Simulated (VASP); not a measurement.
# Si (Fm-3m) in VASP: further runs, part 2 of 2

VASP 6.6.1.

**4. Single point, LDA (volume scaled by 0.6)**

File INCAR:

```
PREC = Accurate
ENCUT = 520
EDIFF = 1E-7
ISMEAR = -1
SIGMA = 0.08
LREAL = F
LASPH = T
NELM = 80
ALGO = Normal
ISIF = 2
LWAVE = F
LCHARG = F
GGA = CA
NBANDS = 8
```

File KPOINTS:

```
regular mesh
0
Gamma
  18 18 18
```

File POSCAR:

```
Si
1.0
    0.0000000000      1.6125419572      1.6125419572
    1.6125419572      0.0000000000      1.6125419572
    1.6125419572      1.6125419572      0.0000000000
Si
1
Direct
    0.0000000000      0.0000000000      0.0000000000
```

Potentials or basis: VASP PAW LDA potentials, release 64 (Si).

Started as:

```sh
$ cat potpaw_LDA.64/Si/POTCAR > POTCAR
$ mpirun -np 1 vasp_std > vasp.out
```

OUTCAR:

```text
PREC = Accurate
   ENCUT = 520
   EDIFF = 1E-7
   ISMEAR = -1
   LREAL = F
   LASPH = T
   NELM = 80
   ISIF = 2
   GGA = CA

 ion  position               nearest neighbor table
   1  0.000  0.000  0.000-

  LATTYP: Found a face centered cubic cell.
 ALAT       =     3.2250839144

  Lattice vectors:

 A1 = (   0.0000000000,   1.6125419572,   1.6125419572)
 A2 = (   1.6125419572,   0.0000000000,   1.6125419572)
 A3 = (   1.6125419572,   1.6125419572,   0.0000000000)

Analysis of symmetry for initial positions (statically):
=====================================================================
 Subroutine PRICEL returns:
 Original cell was already a primitive cell.

 Routine SETGRP: Setting up the symmetry group for a
 face centered cubic supercell.

 Subroutine GETGRP returns: Found 48 space group operations
 (whereof 48 operations were pure point group operations)
 out of a pool of 48 trial point group operations.

The static configuration has the point symmetry O_h .

Analysis of symmetry for dynamics (positions and initial velocities):
=====================================================================
 Subroutine PRICEL returns:
 Original cell was already a primitive cell.

 Routine SETGRP: Setting up the symmetry group for a
 face centered cubic supercell.

 Subroutine GETGRP returns: Found 48 space group operations
 (whereof 48 operations were pure point group operations)
 out of a pool of 48 trial point group operations.

The dynamic configuration has the point symmetry O_h .

 Subroutine INISYM returns: Found 48 space group operations
 (whereof 48 operations are pure point group operations),
 and found     1 'primitive' translations

----------------------------------------------------------------------------------------

                                     Primitive cell

  volume of cell :       8.3862

  direct lattice vectors                    reciprocal lattice vectors
     0.000000000  1.612541957  1.612541957    -0.310069451  0.310069451  0.310069451
     1.612541957  0.000000000  1.612541957     0.310069451 -0.310069451  0.310069451
     1.612541957  1.612541957  0.000000000     0.310069451  0.310069451 -0.310069451

  length of vectors
     2.280478706  2.280478706  2.280478706     0.537056044  0.537056044  0.537056044

  position of ions in fractional coordinates (direct lattice)
     0.000000000  0.000000000  0.000000000

  ion indices of the primitive-cell ions
   primitive index   ion index
                 1           1

----------------------------------------------------------------------------------------

 KPOINTS: regular mesh

Automatic generation of k-mesh.
 Grid dimensions read from file:
 generate k-points for:   18   18   18

 Generating k-lattice:

  Cartesian coordinates                     Fractional coordinates (reciprocal lattice)
    -0.017226081  0.017226081  0.017226081     0.055555556  0.000000000  0.000000000
     0.017226081 -0.017226081  0.017226081     0.000000000  0.055555556  0.000000000
     0.017226081  0.017226081 -0.017226081     0.000000000  0.000000000  0.055555556

  Length of vectors
     0.029836447  0.029836447  0.029836447

  Shift w.r.t. Gamma in fractional coordinates (k-lattice)
     0.000000000  0.000000000  0.000000000

 Subroutine IBZKPT returns following result:
 ===========================================

 Found    195 irreducible k-points:

 Following reciprocal coordinates:
            Coordinates               Weight
  0.000000  0.000000  0.000000      1.000000
  0.055556  0.000000  0.000000      8.000000
  0.111111  0.000000  0.000000      8.000000
  0.166667  0.000000  0.000000      8.000000
  0.222222  0.000000  0.000000      8.000000
  0.277778  0.000000  0.000000      8.000000
[... 16 lines left out ...]
 -0.277778  0.055556  0.000000     24.000000
 -0.222222  0.055556  0.000000     24.000000
 [... further k-points ...]
   k-points           NKPTS =    195   k-points in BZ     NKDIM =    195   number of bands    NBANDS=      8
   number of dos      NEDOS =    301   number of ions     NIONS =      1
   total plane-waves  NPLWV =   5832
   dimension x,y,z NGX =    18 NGY =   18 NGZ =   18
   dimension x,y,z NGXF=    36 NGYF=   36 NGZF=   36
   ions per type =               1
   NGX,Y,Z   is equivalent  to a cutoff of  13.12, 13.12, 13.12 a.u.
   NGXF,Y,Z  is equivalent  to a cutoff of  26.24, 26.24, 26.24 a.u.
 SYSTEM =  unknown system
   PREC   = accura    normal or accurate (medium, high low for compatibility)
   ISTART =      0    job   : 0-new  1-cont  2-samecut
   ICHARG =      2    charge: 1-file 2-atom 10-const
   ISPIN  =      1    spin polarized calculation?
   LNONCOLLINEAR =      F non collinear calculations
   LSORBIT =      F    spin-orbit coupling
   LASPH  =      T    aspherical Exc in radial PAW
   ENCUT  =  520.0 eV  38.22 Ry    6.18 a.u.   4.24  4.24  4.24*2*pi/ulx,y,z
   NELM   =     80;   NELMIN=  2; NELMDL= -5     # of ELM steps
   EDIFF  = 0.1E-06   stopping-criterion for ELM
   LREAL  =      F    real-space projection
   EDIFFG = 0.1E-05   stopping-criterion for IOM
   NSW    =      0    number of steps for IOM
   IBRION =     -1    ionic relax: 0-MD 1-quasi-New 2-CG
   NFREE  =      0    steps in history (QN), initial steepest desc. (CG)
   ISIF   =      2    stress and relaxation
   ISYM   =      2    0-nonsym 1-usesym 2-fastsym
   POTIM  = 0.5000    time-step for ionic-motion
   TEBEG  =    0.0;   TEEND  =   0.0 temperature during run
   PSTRESS=    0.0 pullay stress
   NELECT =       4.0000    total number of electrons
   NUPDOWN=      -1.0000    fix difference up-down
   EMIN   =  10.00;   EMAX   =-10.00  energy-range for DOS
   EFERMI =   0.00;   METHOD = LEGACY
   ISMEAR =    -1;   SIGMA  =   0.08  broadening in eV -4-tet -1-fermi 0-gaus
   EFERMI_NEDOS =   21; number of points for ismear=-14 and -15
   IALGO  =     38    algorithm
   IMIX   =      4    mixing-type and parameters
     AMIX     =   0.40;   BMIX     =  1.00
     AMIX_MAG =   1.60;   BMIX_MAG =  1.00
  volume/ion in A,a.u.               =       8.39        56.59
  Fermi-wavevector in a.u.,A,eV,Ry     =   1.279108  2.417163 22.260719  1.636117
  Thomas-Fermi vector in A             =   2.411612
   LORBIT       =      0    0 simple, 1 ext, 2 COOP (PROOUT), +10 PAW based schemes
   GGA     = CA    functional components
   LHFCALC =     F    Hartree Fock is set to
   AEXX    =    0.0000 exact exchange contribution
   IVDW    =     0    specifies the selected vdW correction
   LEPSILON=     F    determine dielectric tensor
   LRPA    =     F    only Hartree local field effects (RPA)
 non-spin polarized calculation
  energy-cutoff  :      520.00
  volume of cell :        8.39
 maximum number of plane-waves:       238
 NGX is ok and might be reduce to    18
   NGX =  9   NGY =  9   NGZ =  9

 number of electron       4.0000000 magnetization

 Free energy of the ion-electron system (eV)
  ---------------------------------------------------
  ext. energy  EPLUGINS =         0.00000000
  ---------------------------------------------------
  free energy    TOTEN  =        -4.01815339 eV

  energy without entropy =       -4.01307652  energy(sigma->0) =       -4.01561495

 E-fermi :  19.1652     XC(G=0): -13.6088

 val. band max:       19.1372195039   @ k =   0.2778   0.0000   0.0000
 cond. band min:      19.2588315697   @ k =   0.3889   0.2222   0.0556
 fundamental gap:      0.1216120657
 Fermi energy:        19.1652043928

 k-point     1 :       0.0000    0.0000    0.0000
  band No.  band energies     occupation
      1      -1.2280      2.00000
      2      33.3679      0.00000
      3      33.3679      0.00000
      4      33.3679      0.00000
      5      38.3732      0.00000
      6      38.3732      0.00000
      7      38.3732      0.00000
      8      40.3509      0.00000

 k-point     2 :       0.0556    0.0000    0.0000
  band No.  band energies     occupation
      1      -1.0999      2.00000
      2      31.6401      0.00000
      3      33.1853      0.00000
      4      33.1853      0.00000
      5      38.7488      0.00000
      6      38.7562      0.00000
      7      38.7562      0.00000
      8      41.6635      0.00000
[... 221 lines left out ...]
 k-point    23 :      -0.2778    0.0556    0.0000
  band No.  band energies     occupation
      1       2.4758      2.00000
      2      18.2516      1.99998
      3      29.3009      0.00000
      4      33.1441      0.00000
      5      35.2727      0.00000
      6      37.3086      0.00000
      7      38.7950      0.00000
      8      44.1927      0.00000

 k-point    24 :      -0.2222    0.0556    0.0000
  band No.  band energies     occupation
      1       1.2674      2.00000
      2      21.2031      0.00000
      3      29.5423      0.00000
      4      33.4423      0.00000
      5      36.4955      0.00000
      6      38.5333      0.00000
      7      39.0447      0.00000
      8      42.1789      0.00000

 [... further k-points ...]
[... 5 lines left out ...]
  --------------------------------------------------------------------------------------
  -------------------------------------------------------------------------------------
  Total        7.1998434      7.1998434      7.1998434      0.0000000      0.0000000     -0.0000000
  in kB     1375.5315853   1375.5315853   1375.5315853      0.0000000      0.0000000     -0.0000000
  external PRESSURE =    1375.5315853 kB  Pullay stress =       0.0000000 kB

 VOLUME and BASIS-vectors are now :
 -----------------------------------------------------------------------------
  energy-cutoff  :      520.00
  volume of cell :        8.39
      direct lattice vectors                 reciprocal lattice vectors
     0.000000000  1.612541957  1.612541957    -0.310069451  0.310069451  0.310069451
     1.612541957  0.000000000  1.612541957     0.310069451 -0.310069451  0.310069451
     1.612541957  1.612541957  0.000000000     0.310069451  0.310069451 -0.310069451

 POSITION                                       TOTAL-FORCE (eV/Angst)
 -----------------------------------------------------------------------------------
      0.00000      0.00000      0.00000        -0.000000     -0.000000     -0.000000
 -----------------------------------------------------------------------------------
    total drift:                               -0.000000      0.000000      0.000000

  FREE ENERGIE OF THE ION-ELECTRON SYSTEM (eV)
  ---------------------------------------------------
  free  energy   TOTEN  =        -4.0181533876 eV

  energy  without entropy=       -4.0130765174  energy(sigma->0) =       -4.01561495
```

stdout:

```text
POSCAR found type information on POSCAR Si
 POSCAR found :  1 types and       1 ions
 scaLAPACK will be used
 LDA part: xc-table for (Slater(with rela. corr.)+CA(PZ))
 , standard interpolation
 POSCAR, INCAR and KPOINTS ok, starting setup
 FFT: planning ... GRIDC
 FFT: planning ... GRID_SOFT
 FFT: planning ... GRID
 WAVECAR not read
 entering main loop
```

Wall time 23 s (1 thread of AMD EPYC 9R45, shared host); peak memory 0.08 GiB.

Results:

```yaml
Free_energy: -4.0182 eV
Pressure: 137.6 GPa
Band_gap_on_the_k_mesh: zero (band 2 reaches 33.37 eV, above the bottom of band 3 at 15.06 eV)
```

**5. Single point, LDA (volume scaled by 0.7)**

File INCAR:

```
PREC     = Accurate       # precision mode
ENCUT    = 520            # plane-wave cutoff, eV
EDIFF    = 1E-7           # SCF threshold, eV
ISMEAR   = -1             # smearing method
SIGMA    = 0.08           # smearing width, eV
LREAL    = False          # projectors in reciprocal space
LASPH    = True           # aspherical terms in the spheres
NELM     = 100            # most SCF steps
ALGO     = Normal         # electronic algorithm
ISIF     = 2              # what is computed and relaxed
LWAVE    = False          # write WAVECAR
LCHARG   = False          # write CHGCAR
GGA      = CA             # functional
NBANDS   = 8              # bands
```

File KPOINTS:

```
Automatic mesh
0
Gamma
  18 18 18
```

File POSCAR:

```
Si
1.0
    0.0000000000      1.6975658113      1.6975658113
    1.6975658113      0.0000000000      1.6975658113
    1.6975658113      1.6975658113      0.0000000000
Si
1
Direct
    0.0000000000      0.0000000000      0.0000000000
```

Started as:

```sh
$ cat potpaw_LDA.64/Si/POTCAR > POTCAR
$ mpirun -np 1 vasp_std > vasp.out
```

It took 25 s on 1 thread of AMD EPYC 9R45, shared host; peak memory 0.09 GiB.

The run converged. Its results:

```
Free energy            : -4.8749 eV
Pressure               : 67.3 GPa
Band gap on the k mesh : zero (band 2 reaches 29.73 eV, above the bottom of band 3 at 12.93 eV)
```

Levels at points of the mesh, in eV from the Fermi level:
| k point | band 1 | band 2 | band 3 | band 4 | band 5 |
| --- | --- | --- | --- | --- | --- |
| (0.00, 0.00, 0.00) | -18.61 | 13.40 | 13.40 | 13.40 | 16.41 |
| (0.50, 0.00, 0.00) | -9.82 | -9.07 | 11.94 | 11.94 | 12.58 |
| (0.50, 0.50, 0.00) | -7.51 | -5.26 | 3.45 | 4.45 | 4.45 |

**6. Single point, LDA (volume scaled by 0.7)**

File INCAR:

```
SYSTEM = Si
ALGO = Normal ; EDIFF = 1E-6
ENCUT = 520 ; GGA = CA
ISIF = 2 ; ISMEAR = -1
LASPH = .True. ; LCHARG = .False.
LREAL = .False. ; LWAVE = .False.
NBANDS = 8 ; NELM = 60
PREC = Accurate ; SIGMA = 0.08
```

File KPOINTS:

```
k-points
0
Gamma
  18 18 18
  0 0 0
```

POSCAR is that of step 5.

Potentials or basis: VASP PAW LDA potentials, release 64 (Si).

Started as:

```sh
$ cat potpaw_LDA.64/Si/POTCAR > POTCAR
$ mpirun -np 1 vasp_std > vasp.out
```

It took 25 s on 1 thread of AMD EPYC 9R45, shared host; peak memory 0.09 GiB.

It converged, with:

```yaml
Free_energy: -4.8749 eV
Pressure: 67.3 GPa
Band_gap_on_the_k_mesh: zero (band 2 reaches 29.73 eV, above the bottom of band 3 at 12.93 eV)
```

Levels at points of the mesh, in eV from the Fermi level:
| k point | band 1 | band 2 | band 3 | band 4 | band 5 |
| --- | --- | --- | --- | --- | --- |
| (0.00, 0.00, 0.00) | -18.61 | 13.40 | 13.40 | 13.40 | 16.41 |
| (0.50, 0.00, 0.00) | -9.82 | -9.07 | 11.94 | 11.94 | 12.58 |
| (0.50, 0.50, 0.00) | -7.51 | -5.26 | 3.45 | 4.45 | 4.45 |

**7. The runs side by side**

```tsv
cell	smearing	gap on the mesh (eV)	pressure (GPa)
a = 2.146 Å, angles 60.0°, 1 atom	fermi-dirac 0.005 eV	none	285.5
a = 2.280 Å, angles 60.0°, 1 atom	fermi-dirac 0.08 eV	none	137.6
a = 2.401 Å, angles 60.0°, 1 atom	fermi-dirac 0.08 eV	none	67.3
```

Alike in all rows: task single point; level LDA; potentials or basis VASP PAW LDA potentials, release 64 (Si); no spin polarisation; k mesh 18 × 18 × 18; cutoff (eV) 520.

Total energies depend on the potentials used, so only differences within one code and one set of settings carry meaning.
